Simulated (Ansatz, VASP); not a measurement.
# One calculation of Hf3S, two programs

Contents of INCAR:

```
  PREC = Accurate
  ENCUT = 600
  EDIFF = 1E-6
  ISMEAR = 0
  SIGMA = 0.1
  LREAL = False
  LASPH = True
  NELM = 60
  ALGO = Normal
  ISIF = 3
  LWAVE = False
  LCHARG = False
  GGA = PE
  IBRION = 2
  NSW = 100
  EDIFFG = -0.01
```

File KPOINTS:

```
regular mesh
0
Gamma
  12 12 12
```

Contents of POSCAR:

```
Hf3S
1.0
    4.2713983045      0.0000000000      0.0000000000
    0.0000000000      4.2713983045      0.0000000000
    0.0000000000      0.0000000000      4.2713983045
Hf S
3 1
Direct
    0.0000000000      0.5000000000      0.5000000000
    0.5000000000      0.0000000000      0.5000000000
    0.5000000000      0.5000000000      0.0000000000
    0.0000000000      0.0000000000      0.0000000000
```

Input for Ansatz:

```yaml
crystal:
  lattice:
    - [4.2713983045, 0.0, 0.0]
    - [0.0, 4.2713983045, 0.0]
    - [0.0, 0.0, 4.2713983045]
  atoms:
    - { symbol: Hf, position: [0.0, 0.5, 0.5] }
    - { symbol: Hf, position: [0.5, 0.0, 0.5] }
    - { symbol: Hf, position: [0.5, 0.5, 0.0] }
    - { symbol: S, position: [0.0, 0.0, 0.0] }
basis:
  ecutwfc: 420
kpoints:
  mp_grid: { grid: [12, 12, 12] }
hamiltonian:
  xc: pbe
scf:
  occupations: { method: gaussian, width: 0.1 }
output:
  forces: true
  stress: true
  eigenvalues: true
  write_density: true
  write_potential: true
  elf: true
  volumetric_format: npy
relax:
  adjacent_minimum: "off"
  f_tol: 0.01
  max_steps: 80
  cell: { stress_tol: 0.05 }
```

Alike in both runs: task relaxation of cell and atoms; functional PBE; k mesh 12 × 12 × 12; occupations gaussian, width 0.1 eV; no spin polarisation.

```csv
,VASP,Ansatz
version,VASP 6.6.1,Ansatz 0.2.0
potentials or method,"VASP PAW PBE potentials, release 64 (Hf_pv, S), cutoff 600 eV","scalar-relativistic, plane waves, PAW"
valence electrons in the cell,36,84
```

Ansatz gave:

- gap on the k mesh at the Fermi level, each at its own relaxed structure (eV): none
- relaxed volume (Å³/atom): 19.59
- relaxed cell length with the largest relative difference (Å): 4.279

Q: Which values does VASP return?

A: gap on the k mesh at the Fermi level, each at its own relaxed structure (eV): none; relaxed volume (Å³/atom): 19.48; relaxed cell length with the largest relative difference (Å): 4.271.

A gap of «none» marks a metal or a gap that the smearing closes. VASP's potentials hold 36 valence electrons a cell and Ansatz's 84, so a difference there can come from the potentials and not from the codes.

Spin-orbit coupling is off throughout. Noted on VASP's run: the relaxation stopped at its first step, so nothing moved.
